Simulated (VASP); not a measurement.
# LiF (Griceite) (Fm-3m) in VASP: further runs

Runs on LiF (Griceite). Level: PBE. Tasks: single point.

Program: VASP 6.6.1. These are calculated values, not measurements. Logs are shortened: lines on timing, memory, paths and dates and some standing lists are left out, and cuts for length are marked.

**1. The cell of the first run**

Symmetry: Fm-3m, No. 225, cubic system. The conventional cell has a = 3.990 Å, b = 3.990 Å, c = 3.990 Å, α = 90.00°, β = 90.00°, γ = 90.00°. Within 2.6 Å of Li (site symmetry m-3m) lie 6 F at 1.99 Å. F (site symmetry m-3m) has 6 Li at 1.99 Å within 2.6 Å.

**2. Single point, PBE**

Contents of INCAR:

```
SYSTEM = LiF
  PREC = Accurate
  ENCUT = 750
  EDIFF = 1E-6
  ISMEAR = 0
  SIGMA = 0.01
  LREAL = .FALSE.
  LASPH = .TRUE.
  NELM = 120
  ALGO = Normal
  ISIF = 2
  LWAVE = .FALSE.
  LCHARG = .FALSE.
  GGA = PE
  NBANDS = 12
  GGA_COMPAT = .FALSE.
```

Contents of KPOINTS:

```
Automatic mesh
0
G
  3 3 3
  0 0 0
```

Contents of POSCAR:

```
LiF
1.0
    0.0000000000      1.9948691814      1.9948691814
    1.9948691814      0.0000000000      1.9948691814
    1.9948691814      1.9948691814      0.0000000000
Li F
1 1
Direct
    0.0000000000      0.0000000000      0.0000000000
    0.5000000000      0.5000000000      0.5000000000
```

Potentials or basis: VASP PAW PBE potentials, release 64 (Li_sv, F).

Command:

```
$ cat potpaw_PBE.64/Li_sv/POTCAR potpaw_PBE.64/F/POTCAR > POTCAR
$ mpirun -np 1 vasp_std > vasp.out
```

OUTCAR:

```text
SYSTEM = LiF
   PREC = Accurate
   ENCUT = 750
   EDIFF = 1E-6
   ISMEAR = 0
   LREAL = .FALSE.
   LASPH = .TRUE.
   NELM = 120
   ISIF = 2
   GGA = PE

 ion  position               nearest neighbor table
   1  0.000  0.000  0.000-   2 1.99   2 1.99   2 1.99   2 1.99   2 1.99   2 1.99
   2  0.500  0.500  0.500-   1 1.99   1 1.99   1 1.99   1 1.99   1 1.99   1 1.99

  LATTYP: Found a face centered cubic cell.
 ALAT       =     3.9897383628

  Lattice vectors:

 A1 = (   0.0000000000,   1.9948691814,   1.9948691814)
 A2 = (   1.9948691814,   0.0000000000,   1.9948691814)
 A3 = (   1.9948691814,   1.9948691814,   0.0000000000)

Analysis of symmetry for initial positions (statically):
=====================================================================
 Subroutine PRICEL returns:
 Original cell was already a primitive cell.

 Routine SETGRP: Setting up the symmetry group for a
 face centered cubic supercell.

 Subroutine GETGRP returns: Found 48 space group operations
 (whereof 48 operations were pure point group operations)
 out of a pool of 48 trial point group operations.

The static configuration has the point symmetry O_h .

Analysis of symmetry for dynamics (positions and initial velocities):
=====================================================================
 Subroutine PRICEL returns:
 Original cell was already a primitive cell.

 Routine SETGRP: Setting up the symmetry group for a
 face centered cubic supercell.

 Subroutine GETGRP returns: Found 48 space group operations
 (whereof 48 operations were pure point group operations)
 out of a pool of 48 trial point group operations.

The dynamic configuration has the point symmetry O_h .

 Subroutine INISYM returns: Found 48 space group operations
 (whereof 48 operations are pure point group operations),
 and found     1 'primitive' translations

----------------------------------------------------------------------------------------

                                     Primitive cell

  volume of cell :      15.8772

  direct lattice vectors                    reciprocal lattice vectors
     0.000000000  1.994869181  1.994869181    -0.250643002  0.250643002  0.250643002
     1.994869181  0.000000000  1.994869181     0.250643002 -0.250643002  0.250643002
     1.994869181  1.994869181  0.000000000     0.250643002  0.250643002 -0.250643002

  length of vectors
     2.821171051  2.821171051  2.821171051     0.434126414  0.434126414  0.434126414

  position of ions in fractional coordinates (direct lattice)
     0.000000000  0.000000000  0.000000000
     0.500000000  0.500000000  0.500000000

[... 67 lines left out ...]
   NUPDOWN=      -1.0000    fix difference up-down
   EMIN   =  10.00;   EMAX   =-10.00  energy-range for DOS
   EFERMI =   0.00;   METHOD = LEGACY
   ISMEAR =     0;   SIGMA  =   0.01  broadening in eV -4-tet -1-fermi 0-gaus
   EFERMI_NEDOS =   21; number of points for ismear=-14 and -15
   IALGO  =     38    algorithm
   IMIX   =      4    mixing-type and parameters
     AMIX     =   0.40;   BMIX     =  1.00
     AMIX_MAG =   1.60;   BMIX_MAG =  1.00
  volume/ion in A,a.u.               =       7.94        53.57
  Fermi-wavevector in a.u.,A,eV,Ry     =   1.403300  2.651852 26.793271  1.969250
  Thomas-Fermi vector in A             =   2.525975
   LORBIT       =      0    0 simple, 1 ext, 2 COOP (PROOUT), +10 PAW based schemes
   GGA     = PE    functional components
   LHFCALC =     F    Hartree Fock is set to
   AEXX    =    0.0000 exact exchange contribution
   IVDW    =     0    specifies the selected vdW correction
   LEPSILON=     F    determine dielectric tensor
   LRPA    =     F    only Hartree local field effects (RPA)
 non-spin polarized calculation
 Gauss-broadening in eV      SIGMA  =   0.01
  energy-cutoff  :      750.00
  volume of cell :       15.88
 maximum number of plane-waves:       751
 NGX is ok and might be reduce to    28
   NGX = 13   NGY = 13   NGZ = 13

 number of electron      10.0000004 magnetization

 Free energy of the ion-electron system (eV)
  ---------------------------------------------------
  ext. energy  EPLUGINS =         0.00000000
  ---------------------------------------------------
  free energy    TOTEN  =        -9.61241391 eV

  energy without entropy =       -9.61241391  energy(sigma->0) =       -9.61241391

 E-fermi :  -0.7194     XC(G=0): -10.1181

 val. band max:       -0.8250073680   @ k =   0.0000   0.0000   0.0000
 cond. band min:       8.4959019821   @ k =   0.0000   0.0000   0.0000
 fundamental gap:      9.3209093501
 Fermi energy:        -0.7194006494

 k-point     1 :       0.0000    0.0000    0.0000
  band No.  band energies     occupation
      1     -41.7050      2.00000
      2     -20.8784      2.00000
      3      -0.8250      2.00000
      4      -0.8250      2.00000
      5      -0.8250      2.00000
      6       8.4959      0.00000
      7      23.5033      0.00000
      8      23.5033      0.00000
      9      23.5033      0.00000
     10      23.7691      0.00000
     11      23.7691      0.00000
     12      23.7691      0.00000
[... 31 lines left out ...]
 k-point     4 :      -0.3333    0.3333    0.0000
  band No.  band energies     occupation
      1     -41.6256      2.00000
      2     -20.2286      2.00000
      3      -3.0675      2.00000
      4      -2.6837      2.00000
      5      -1.4184      2.00000
      6      12.9782      0.00000
      7      14.4532      0.00000
      8      18.3814      0.00000
      9      18.8729      0.00000
     10      24.8604      0.00000
     11      31.8538      0.00000
     12      32.0758      0.00000

------------------------ aborting loop because EDIFF is reached ----------------------------------------

  FORCE on cell =-STRESS in cart. coord.  units (eV):
  Direction    XX          YY          ZZ          XY          YZ          ZX
  --------------------------------------------------------------------------------------
  -------------------------------------------------------------------------------------
  Total        0.4114339      0.4114339      0.4114339      0.0000000      0.0000000     -0.0000000
  in kB       41.5180905     41.5180905     41.5180905      0.0000000      0.0000000     -0.0000000
  external PRESSURE =      41.5180905 kB  Pullay stress =       0.0000000 kB

 VOLUME and BASIS-vectors are now :
 -----------------------------------------------------------------------------
  energy-cutoff  :      750.00
  volume of cell :       15.88
      direct lattice vectors                 reciprocal lattice vectors
     0.000000000  1.994869181  1.994869181    -0.250643002  0.250643002  0.250643002
     1.994869181  0.000000000  1.994869181     0.250643002 -0.250643002  0.250643002
     1.994869181  1.994869181  0.000000000     0.250643002  0.250643002 -0.250643002

 POSITION                                       TOTAL-FORCE (eV/Angst)
 -----------------------------------------------------------------------------------
      0.00000      0.00000      0.00000        -0.000000     -0.000000     -0.000000
      1.99487      1.99487      1.99487         0.000000      0.000000      0.000000
 -----------------------------------------------------------------------------------
    total drift:                                0.000000      0.000000      0.000000

  FREE ENERGIE OF THE ION-ELECTRON SYSTEM (eV)
  ---------------------------------------------------
  free  energy   TOTEN  =        -9.6124139070 eV

  energy  without entropy=       -9.6124139070  energy(sigma->0) =       -9.61241391
```

Run time: 2.2 s. Hardware: 1 thread of Intel Xeon 6975P-C (Granite Rapids), shared host; peak memory 0.14 GiB.

What came out:

```yaml
Free_energy: -9.6124 eV
Pressure: 4.2 GPa
Band_gap_on_the_k_mesh: 9.32 eV, direct
```

Caveat: the k points lie up to 0.91 Å⁻¹ apart.

**3. Single point, PBE**

Contents of INCAR:

```
PREC = Accurate ; ENCUT = 750
EDIFF = 1E-6 ; ISMEAR = -1
SIGMA = 0.5 ; LREAL = False
LASPH = True ; NELM = 120
ALGO = Normal ; ISIF = 2
LWAVE = False ; LCHARG = False
GGA = PE ; NBANDS = 12
GGA_COMPAT = False
```

Contents of KPOINTS:

```
Automatic mesh
0
Gamma
  8 8 8
```

POSCAR is that of step 2.

Potentials or basis: VASP PAW PBE potentials, release 64 (Li_sv, F).

Command:

```
$ cat potpaw_PBE.64/Li_sv/POTCAR potpaw_PBE.64/F/POTCAR > POTCAR
$ mpirun -np 1 vasp_std > vasp.out
```

Wall time 6.1 s (1 thread of Intel Xeon 6975P-C (Granite Rapids), shared host); peak memory 0.15 GiB.

It converged, with:

```yaml
Free_energy: -9.6339 eV
Pressure: 3.7 GPa
Band_gap_on_the_k_mesh: 9.34 eV, direct
```

Levels at points of the mesh, in eV from the valence-band top:
```csv
k point,band 3,band 4,band 5,band 6,band 7,band 8
"(0.00, 0.00, 0.00)",0.00,0.00,0.00,9.34,24.35,24.35
"(0.50, 0.00, 0.00)",-2.61,-0.24,-0.24,10.93,17.07,19.13
"(0.50, 0.50, 0.00)",-3.13,-1.04,-1.04,15.08,16.61,17.78
```

A k mesh can miss the band edges. A hybrid or GW would open this gap; PBE tends to underestimate it.
